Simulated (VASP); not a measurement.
Wanted: the native input for a VASP 6.6.1 run.

| Property | Result |
| --- | --- |
| Task | single point |
| Functional | LDA |
| Potentials or basis | VASP PAW LDA potentials, release 64 (Ti_sv, Al) |
| Cutoff | 520 eV |
| k mesh | 14 × 14 × 14 |
| Occupations | gaussian, width 0.15 eV |
| Spin | no spin polarisation |
| Dipole correction | no |
| Further INCAR settings | ALGO = Fast; EDIFF = 1e-06; NBANDS = 14 |

The structure of TiAl lies in POSCAR:

```
TiAl
1.0
    2.9522614856      0.0000000000      0.0000000000
    0.0000000000      3.4677357133      0.0000000000
    0.0000000000      0.0000000000      3.1240862282
Ti Al
1 1
Direct
    0.0000000000      0.0000000000      0.0000000000
    0.5000000000      0.5000000000      0.5000000000
```

This cell differs from its parent crystal: normal strain along x -0.0550, normal strain along y +0.1100.

One way to write it, as run:

INCAR

```
SYSTEM = TiAl
PREC = Accurate
ENCUT = 520
EDIFF = 1E-6
ISMEAR = 0
SIGMA = 0.15
LREAL = .FALSE.
LASPH = .TRUE.
NELM = 80
ALGO = Fast
ISIF = 2
LWAVE = .FALSE.
LCHARG = .TRUE.
GGA = CA
LELF = .TRUE.
LVHAR = .TRUE.
NBANDS = 14
```

KPOINTS

```
regular mesh
0
G
  14 14 14
  0 0 0
```

Potentials or basis: VASP PAW LDA potentials, release 64 (Ti_sv, Al).

Command:

```console
$ cat potpaw_LDA.64/Ti_sv/POTCAR potpaw_LDA.64/Al/POTCAR > POTCAR
$ mpirun -np 1 vasp_std > vasp.out
```

It gave:

```json
{
  "Pressure": "-5.0 GPa",
  "Band gap on the k mesh": "zero (an odd number of electrons rules out a gap without spin polarisation)"
}
```

Caveat: the cell differs from its parent crystal (normal strain along x -0.0550, normal strain along y +0.1100); the stress differs along the axes, from -9 to 1 GPa.

Run time: 3.4 min on 1 thread of Intel(R) Xeon(R) Platinum 8375C CPU @ 2.90GHz (Ice Lake), on a shared host, peak memory 0.33 GiB.
